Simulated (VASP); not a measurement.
# Ta2N (P-3m1) in VASP: a series of runs

Runs on Ta2N. Level: PBEsol. Tasks: single point.

Program: VASP 6.6.1. These are calculated values, not measurements. Logs are shortened: lines on timing, memory, paths and dates and some standing lists are left out, and cuts for length are marked.

**1. The cell of the first run**

Symmetry: P-3m1, No. 164, trigonal system. The conventional cell has a = 3.086 Å, b = 3.086 Å, c = 4.417 Å, α = 90.00°, β = 90.00°, γ = 120.00°. Ta (site symmetry 3m) has 3 N at 2.10 Å and 6 Ta at 2.81 to 2.86 Å within 2.9 Å. Within 2.8 Å of N (site symmetry -3m) lie 6 Ta at 2.10 Å.

**2. Single point, PBEsol (12.14 Å³/atom)**

Input file INCAR:

```
SYSTEM = Ta2N
PREC = Accurate
ENCUT = 700
EDIFF = 1E-6
ISMEAR = 0
SIGMA = 0.15
LREAL = .FALSE.
LASPH = .TRUE.
NELM = 120
ALGO = Normal
ISIF = 2
LWAVE = .FALSE.
LCHARG = .FALSE.
GGA = PS
NBANDS = 22
GGA_COMPAT = .FALSE.
```

Input file KPOINTS:

```
Automatic mesh
0
G
  18 18 10
  0 0 0
```

Input file POSCAR:

```
Ta2N
1.0
    3.0855259741      0.0000000000      0.0000000000
   -1.5427629871      2.6721438776      0.0000000000
    0.0000000000      0.0000000000      4.4172389846
Ta N
2 1
Direct
    0.6666666667      0.3333333333      0.7463700642
    0.3333333333      0.6666666667      0.2536299358
    0.0000000000      0.0000000000      0.0000000000
```

Potentials or basis: VASP PAW PBE potentials, release 64 (Ta_sv_GW, N).

Command:

```
cat potpaw_PBE.64/Ta_sv_GW/POTCAR potpaw_PBE.64/N/POTCAR > POTCAR
mpirun -np 1 vasp_std > vasp.out
```

OUTCAR:

```text
SYSTEM = Ta2N
   PREC = Accurate
   ENCUT = 700
   EDIFF = 1E-6
   ISMEAR = 0
   LREAL = .FALSE.
   LASPH = .TRUE.
   NELM = 120
   ISIF = 2
   GGA = PS

 ion  position               nearest neighbor table
   1  0.667  0.333  0.746-   3 2.10   3 2.10   3 2.10   2 2.81   2 2.81   2 2.81   2 2.86   2 2.86
                             2 2.86
   2  0.333  0.667  0.254-   3 2.10   3 2.10   3 2.10   1 2.81   1 2.81   1 2.81   1 2.86   1 2.86
                             1 2.86
   3  0.000  0.000  0.000-   1 2.10   2 2.10   1 2.10   2 2.10   1 2.10   2 2.10

  LATTYP: Found a hexagonal cell.
 ALAT       =     3.0855259741
 C/A-ratio  =     1.4316000000

  Lattice vectors:

 A1 = (   3.0855259741,   0.0000000000,   0.0000000000)
 A2 = (  -1.5427629871,   2.6721438776,   0.0000000000)
 A3 = (   0.0000000000,   0.0000000000,   4.4172389846)

Analysis of symmetry for initial positions (statically):
=====================================================================
 Subroutine PRICEL returns:
 Original cell was already a primitive cell.

 Routine SETGRP: Setting up the symmetry group for a
 hexagonal supercell.

 Subroutine GETGRP returns: Found 12 space group operations
 (whereof 12 operations were pure point group operations)
 out of a pool of 24 trial point group operations.

The static configuration has the point symmetry D_3d.

Analysis of symmetry for dynamics (positions and initial velocities):
=====================================================================
 Subroutine PRICEL returns:
 Original cell was already a primitive cell.

 Routine SETGRP: Setting up the symmetry group for a
 hexagonal supercell.

 Subroutine GETGRP returns: Found 12 space group operations
 (whereof 12 operations were pure point group operations)
 out of a pool of 24 trial point group operations.

The dynamic configuration has the point symmetry D_3d.

 Subroutine INISYM returns: Found 12 space group operations
 (whereof 12 operations are pure point group operations),
 and found     1 'primitive' translations

----------------------------------------------------------------------------------------

                                     Primitive cell

  volume of cell :      36.4200

  direct lattice vectors                    reciprocal lattice vectors
     3.085525974  0.000000000  0.000000000     0.324093853  0.187115673  0.000000000
    -1.542762987  2.672143878  0.000000000     0.000000000  0.374231346  0.000000000
     0.000000000  0.000000000  4.417238985     0.000000000  0.000000000  0.226385759

  length of vectors
     3.085525974  3.085525974  4.417238985     0.374231346  0.374231346  0.226385759

  position of ions in fractional coordinates (direct lattice)
     0.666666667  0.333333333  0.746370064
     0.333333333  0.666666667  0.253629936
     0.000000000  0.000000000  0.000000000

  ion indices of the primitive-cell ions
   primitive index   ion index
                 1           1
                 2           2
                 3           3

----------------------------------------------------------------------------------------

 KPOINTS: Automatic mesh

Automatic generation of k-mesh.
 Grid dimensions read from file:
 generate k-points for:   18   18   10

 Generating k-lattice:

  Cartesian coordinates                     Fractional coordinates (reciprocal lattice)
     0.018005214  0.010395315  0.000000000     0.055555556  0.000000000  0.000000000
     0.000000000  0.020790630  0.000000000     0.000000000  0.055555556  0.000000000
     0.000000000  0.000000000  0.022638576     0.000000000  0.000000000  0.100000000

  Length of vectors
     0.020790630  0.020790630  0.022638576

  Shift w.r.t. Gamma in fractional coordinates (k-lattice)
     0.000000000  0.000000000  0.000000000

 Subroutine IBZKPT returns following result:
 ===========================================

 Found    330 irreducible k-points:

 Following reciprocal coordinates:
            Coordinates               Weight
  0.000000  0.000000  0.000000      1.000000
  0.055556  0.000000  0.000000      6.000000
  0.111111  0.000000  0.000000      6.000000
  0.166667  0.000000  0.000000      6.000000
  0.222222  0.000000  0.000000      6.000000
  0.277778  0.000000  0.000000      6.000000
[... 16 lines left out ...]
  0.333333  0.111111  0.000000     12.000000
  0.388889  0.111111  0.000000     12.000000
 [... further k-points ...]
   k-points           NKPTS =    330   k-points in BZ     NKDIM =    330   number of bands    NBANDS=     22
   number of dos      NEDOS =    301   number of ions     NIONS =      3
   total plane-waves  NPLWV =  31360
   dimension x,y,z NGX =    28 NGY =   28 NGZ =   40
   dimension x,y,z NGXF=    56 NGYF=   56 NGZF=   80
   ions per type =               2   1
   NGX,Y,Z   is equivalent  to a cutoff of  15.09, 15.09, 15.05 a.u.
   NGXF,Y,Z  is equivalent  to a cutoff of  30.17, 30.17, 30.11 a.u.
 SYSTEM =  Ta2N
   PREC   = accura    normal or accurate (medium, high low for compatibility)
   ISTART =      0    job   : 0-new  1-cont  2-samecut
   ICHARG =      2    charge: 1-file 2-atom 10-const
   ISPIN  =      1    spin polarized calculation?
   LNONCOLLINEAR =      F non collinear calculations
   LSORBIT =      F    spin-orbit coupling
   LASPH  =      T    aspherical Exc in radial PAW
   ENCUT  =  700.0 eV  51.45 Ry    7.17 a.u.   6.66  6.66  9.53*2*pi/ulx,y,z
   NELM   =    120;   NELMIN=  2; NELMDL= -5     # of ELM steps
   EDIFF  = 0.1E-05   stopping-criterion for ELM
   LREAL  =      F    real-space projection
[... 7 lines left out ...]
   TEBEG  =    0.0;   TEEND  =   0.0 temperature during run
   PSTRESS=    0.0 pullay stress
   NELECT =      31.0000    total number of electrons
   NUPDOWN=      -1.0000    fix difference up-down
   EMIN   =  10.00;   EMAX   =-10.00  energy-range for DOS
   EFERMI =   0.00;   METHOD = LEGACY
   ISMEAR =     0;   SIGMA  =   0.15  broadening in eV -4-tet -1-fermi 0-gaus
   EFERMI_NEDOS =   21; number of points for ismear=-14 and -15
   IALGO  =     38    algorithm
   IMIX   =      4    mixing-type and parameters
     AMIX     =   0.40;   BMIX     =  1.00
     AMIX_MAG =   1.60;   BMIX_MAG =  1.00
  volume/ion in A,a.u.               =      12.14        81.92
  Fermi-wavevector in a.u.,A,eV,Ry     =   1.551489  2.931889 32.750837  2.407119
  Thomas-Fermi vector in A             =   2.656001
   LORBIT       =      0    0 simple, 1 ext, 2 COOP (PROOUT), +10 PAW based schemes
   GGA     = PS    functional components
   LHFCALC =     F    Hartree Fock is set to
   AEXX    =    0.0000 exact exchange contribution
   IVDW    =     0    specifies the selected vdW correction
   LEPSILON=     F    determine dielectric tensor
   LRPA    =     F    only Hartree local field effects (RPA)
 non-spin polarized calculation
 Gauss-broadening in eV      SIGMA  =   0.15
  energy-cutoff  :      700.00
  volume of cell :       36.42
 maximum number of plane-waves:      1557
 NGX is ok and might be reduce to    28
   NGX = 13   NGY = 13   NGZ = 19

 number of electron      30.9999998 magnetization

 Free energy of the ion-electron system (eV)
  ---------------------------------------------------
  ext. energy  EPLUGINS =         0.00000000
  ---------------------------------------------------
  free energy    TOTEN  =       -41.08910099 eV

  energy without entropy =      -41.07928930  energy(sigma->0) =      -41.08419515

 E-fermi :  13.2609     XC(G=0): -14.0131

 val. band max:       13.2563731227   @ k =   0.0556   0.0000   0.1000
 cond. band min:      13.2614851079   @ k =   0.2222   0.0556   0.4000
 fundamental gap:      0.0051119852
 Fermi energy:        13.2609127540

 k-point     1 :       0.0000    0.0000    0.0000
  band No.  band energies     occupation
      1     -54.9998      2.00000
      2     -54.8217      2.00000
      3     -22.3762      2.00000
      4     -21.3632      2.00000
      5     -21.3632      2.00000
      6     -21.0886      2.00000
[... 14 lines left out ...]
     21      14.7079      0.00000
     22      19.5579      0.00000

 k-point     2 :       0.0556    0.0000    0.0000
  band No.  band energies     occupation
      1     -54.9973      2.00000
      2     -54.8216      2.00000
      3     -22.3627      2.00000
      4     -21.3853      2.00000
      5     -21.3734      2.00000
      6     -21.1115      2.00000
[... 14 lines left out ...]
     21      14.9516      0.00000
     22      19.6139      0.00000

 k-point     3 :       0.1111    0.0000    0.0000
  band No.  band energies     occupation
      1     -54.9902      2.00000
      2     -54.8215      2.00000
      3     -22.3230      2.00000
      4     -21.4493      2.00000
      5     -21.4017      2.00000
      6     -21.1758      2.00000
[... 14 lines left out ...]
     21      15.6911      0.00000
     22      19.6312      0.00000

 k-point     4 :       0.1667    0.0000    0.0000
  band No.  band energies     occupation
      1     -54.9788      2.00000
      2     -54.8217      2.00000
      3     -22.2592      2.00000
      4     -21.5487      2.00000
      5     -21.4424      2.00000
      6     -21.2698      2.00000
[... 14 lines left out ...]
     21      16.7693      0.00000
     22      19.4326      0.00000

 k-point     5 :       0.2222    0.0000    0.0000
  band No.  band energies     occupation
      1     -54.9642      2.00000
      2     -54.8224      2.00000
      3     -22.1754      2.00000
      4     -21.6717      2.00000
      5     -21.4894      2.00000
      6     -21.3784      2.00000
[... 417 lines left out ...]
 k-point    22 :       0.2778    0.1111    0.0000
  band No.  band energies     occupation
      1     -54.9255      2.00000
      2     -54.8289      2.00000
      3     -21.9803      2.00000
      4     -21.8793      2.00000
      5     -21.6967      2.00000
      6     -21.4974      2.00000
[... 14 lines left out ...]
     21      18.7934      0.00000
     22      19.3079      0.00000

 k-point    23 :       0.3333    0.1111    0.0000
  band No.  band energies     occupation
      1     -54.9099      2.00000
      2     -54.8338      2.00000
      3     -22.0412      2.00000
      4     -21.8126      2.00000
      5     -21.7162      2.00000
      6     -21.5737      2.00000
[... 14 lines left out ...]
     21      18.6683      0.00000
     22      19.1684      0.00000

 k-point    24 :       0.3889    0.1111    0.0000
  band No.  band energies     occupation
      1     -54.8979      2.00000
      2     -54.8390      2.00000
      3     -22.1006      2.00000
      4     -21.7375      2.00000
      5     -21.7097      2.00000
      6     -21.6353      2.00000
[... 14 lines left out ...]
     21      18.4609      0.00000
     22      19.2538      0.00000

 [... further k-points ...]

------------------------ aborting loop because EDIFF is reached ----------------------------------------

  FORCE on cell =-STRESS in cart. coord.  units (eV):
  Direction    XX          YY          ZZ          XY          YZ          ZX
  --------------------------------------------------------------------------------------
  -------------------------------------------------------------------------------------
  Total        5.0277270      5.0277270     11.1465862     -0.0000000     -0.0000000     -0.0000000
  in kB      221.1782068    221.1782068    490.3571571     -0.0000000     -0.0000000     -0.0000000
  external PRESSURE =     310.9045236 kB  Pullay stress =       0.0000000 kB

 VOLUME and BASIS-vectors are now :
 -----------------------------------------------------------------------------
  energy-cutoff  :      700.00
  volume of cell :       36.42
      direct lattice vectors                 reciprocal lattice vectors
     3.085525974  0.000000000  0.000000000     0.324093853  0.187115673  0.000000000
    -1.542762987  2.672143878  0.000000000     0.000000000  0.374231346  0.000000000
     0.000000000  0.000000000  4.417238985     0.000000000  0.000000000  0.226385759

 POSITION                                       TOTAL-FORCE (eV/Angst)
 -----------------------------------------------------------------------------------
      1.54276      0.89071      3.29689         0.000000     -0.000000      0.128783
     -0.00000      1.78143      1.12034        -0.000000      0.000000     -0.128783
      0.00000      0.00000      0.00000        -0.000000      0.000000     -0.000000
 -----------------------------------------------------------------------------------
    total drift:                                0.000000     -0.000000     -0.000000

  FREE ENERGIE OF THE ION-ELECTRON SYSTEM (eV)
  ---------------------------------------------------
  free  energy   TOTEN  =       -41.0891009910 eV

  energy  without entropy=      -41.0792893002  energy(sigma->0) =      -41.08419515
```

Run time: 3.9 min. Hardware: 1 thread of Intel Xeon 6975P-C (Granite Rapids), shared host; peak memory 0.5 GiB.

Results:

* Free energy: -41.0891 eV
* Pressure: 31.1 GPa
* Largest force: 0.129 eV/Å
* Band gap on the k mesh: zero (an odd number of electrons rules out a gap without spin polarisation)

Forces on the atoms (eV/Å):
```
Ta   0.000  0.000  0.129
Ta   0.000  0.000 -0.129
N    0.000  0.000  0.000
```

Stress tensor (GPa, compression positive):
```
22.12  0.00  0.00
 0.00 22.12  0.00
 0.00  0.00 49.04
```

Levels at points of the mesh, in eV from the Fermi level:
```csv
k point,band 12,band 13,band 14,band 15,band 16,band 17,band 18,band 19
"(0.00, 0.00, 0.00)",-6.92,-4.51,-0.28,-0.28,-0.17,-0.17,0.24,0.44
"(0.50, 0.00, 0.00)",-6.47,-5.07,-2.82,-1.29,1.52,3.23,4.18,4.46
"(0.00, 0.00, 0.50)",-7.22,-2.35,-2.03,-1.70,-1.70,2.42,2.49,2.94
"(0.50, 0.00, 0.50)",-6.62,-3.24,-2.12,-1.98,0.33,0.62,3.11,3.47
```

Caveat: the stress differs along the axes, from 22 to 49 GPa; the PAW data sets were made with another functional, which shifts forces and pressure a little; spin-orbit coupling is left out, which moves the levels of the heavy elements.

**3. Single point, PBEsol (12.14 Å³/atom)**

Input file INCAR:

```
SYSTEM = Ta2N
PREC     = Accurate       ! precision mode
ENCUT    = 700            ! plane-wave cutoff, eV
EDIFF    = 1E-6           ! SCF threshold, eV
ISMEAR   = 0              ! smearing method
SIGMA    = 0.15           ! smearing width, eV
LREAL    = .False.        ! projectors in reciprocal space
LASPH    = .True.         ! aspherical terms in the spheres
NELM     = 120            ! most SCF steps
ALGO     = Normal         ! electronic algorithm
ISIF     = 2              ! what is computed and relaxed
LWAVE    = .False.        ! write WAVECAR
LCHARG   = .False.        ! write CHGCAR
GGA      = PS             ! functional
NBANDS   = 22             ! bands
GGA_COMPAT= .False.
```

Input file KPOINTS:

```
Automatic mesh
0
Gamma
  18 18 10
  0 0 0
```

Input file POSCAR:

```
Ta2N
1.0
    3.0546855479      0.0000000000      0.0000000000
   -1.5273427740      2.6454352851      0.0000000000
    0.0000000000      0.0000000000      4.5068830574
Ta N
2 1
Direct
    0.6666666667      0.3333333333      0.7463700642
    0.3333333333      0.6666666667      0.2536299358
    0.0000000000      0.0000000000      0.0000000000
```

Potentials or basis: VASP PAW PBE potentials, release 64 (Ta_sv_GW, N).

Command:

```
cat potpaw_PBE.64/Ta_sv_GW/POTCAR potpaw_PBE.64/N/POTCAR > POTCAR
mpirun -np 1 vasp_std > vasp.out
```

It took 6.4 min on 1 thread of Intel Xeon Platinum 8259CL at 2.50GHz (Skylake/Cascade Lake), shared host; peak memory 0.51 GiB.

Results (log left out):

| Quantity | Value |
| --- | --- |
| Free energy | -41.1897 eV |
| Pressure | 30.7 GPa |
| Largest force | 0.149 eV/Å |
| Band gap on the k mesh | zero (an odd number of electrons rules out a gap without spin polarisation) |

Forces on the atoms (eV/Å):
```
Ta   0.000  0.000 -0.149
Ta   0.000  0.000  0.149
N    0.000  0.000  0.000
```

Stress tensor (GPa, compression positive):
```
24.93  0.00  0.00
 0.00 24.93  0.00
 0.00  0.00 42.23
```

Levels at points of the mesh, in eV from the Fermi level:
```tsv
k point	band 13	band 14	band 15	band 16	band 17	band 18
(0.00, 0.00, 0.00)	-4.62	-0.24	-0.24	-0.12	-0.09	-0.09
(0.50, 0.00, 0.00)	-5.12	-2.79	-1.29	1.75	2.92	4.13
(0.00, 0.00, 0.50)	-2.62	-2.27	-1.58	-1.58	2.35	2.43
(0.50, 0.00, 0.50)	-3.42	-2.14	-2.03	0.13	0.70	3.34
```

Caveat: the stress differs along the axes, from 25 to 42 GPa; the PAW data sets were made with another functional, which shifts forces and pressure a little; spin-orbit coupling is left out, which moves the levels of the heavy elements.

(Part 1 of 2 ends here.)
